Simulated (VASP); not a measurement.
A run of VASP 6.6.1 is set up as follows.

The input INCAR:

```
PREC     = Accurate       # precision mode
ENCUT    = 520            # plane-wave cutoff, eV
EDIFF    = 1E-6           # SCF threshold, eV
ISMEAR   = 0              # smearing method
SIGMA    = 0.15           # smearing width, eV
LREAL    = F              # projectors in reciprocal space
LASPH    = T              # aspherical terms in the spheres
NELM     = 60             # most SCF steps
ALGO     = Normal         # electronic algorithm
ISIF     = 2              # what is computed and relaxed
LWAVE    = F              # write WAVECAR
LCHARG   = F              # write CHGCAR
GGA      = PE             # functional
NBANDS   = 14             # bands
```

KPOINTS

```
regular mesh
0
Gamma
  20 20 20
```

Contents of POSCAR:

```
HfN
1.0
    0.0000000000      2.6078250059      1.6950862538
    2.6078250059      0.0000000000      1.6950862538
    2.6078250059      2.6078250059      0.0000000000
Hf N
1 1
Direct
    0.0000000000      0.0000000000      0.0000000000
    0.5000000000      0.5000000000      0.5000000000
```

Potentials or basis: VASP PAW PBE potentials, release 64 (Hf_pv, N).

Run with:

```bash
$ cat potpaw_PBE.64/Hf_pv/POTCAR potpaw_PBE.64/N/POTCAR > POTCAR
$ mpirun -np 1 vasp_std > vasp.out
```

Task: What does it give for the band gap on the k mesh?

Result: Zero (an odd number of electrons rules out a gap without spin polarisation).

Task: What does it give for the pressure?

Result: 131.3 GPa.

Stress tensor (GPa, compression positive):
```
 -0.40   0.00   0.00
  0.00  -0.40   0.00
  0.00   0.00 394.84
```

Caveat: the stress differs along the axes, from -0 to 395 GPa; spin-orbit coupling is left out, which moves the levels of the heavy elements.
